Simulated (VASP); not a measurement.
Input of a VASP 6.6.1 run:

INCAR

```
SYSTEM = Si
ALGO     = Normal         ! electronic algorithm
EDIFF    = 1E-6           ! SCF threshold, eV
ENCUT    = 520            ! plane-wave cutoff, eV
GGA      = PS             ! functional
ISIF     = 2              ! what is computed and relaxed
ISMEAR   = 0              ! smearing method
LASPH    = .True.         ! aspherical terms in the spheres
LCHARG   = .False.        ! write CHGCAR
LREAL    = .False.        ! projectors in reciprocal space
LWAVE    = .False.        ! write WAVECAR
NBANDS   = 8              ! bands
NELM     = 100            ! most SCF steps
PREC     = Accurate       ! precision mode
SIGMA    = 0.1            ! smearing width, eV
```

KPOINTS

```
k-points
0
Gamma
  10 10 10
  0 0 0
```

The input POSCAR:

```
Si
1.0
    0.0000000000      1.5854217393      1.5854217393
    1.5854217393      0.0000000000      1.5854217393
    1.5854217393      1.5854217393      0.0000000000
Si
1
Direct
    0.0000000000      0.0000000000      0.0000000000
```

Potentials or basis: VASP PAW PBE potentials, release 64 (Si).

Run with:

```sh
$ cat potpaw_PBE.64/Si/POTCAR > POTCAR
$ mpirun -np 1 vasp_std > vasp.out
```

(1) Predict the pressure.

(2) Predict the band gap on the k mesh.

Results:

(1) 179.4 GPa.

(2) zero (band 2 reaches 34.64 eV, above the bottom of band 3 at 15.97 eV).

Caveat: the PAW data sets were made with another functional, which shifts forces and pressure a little.
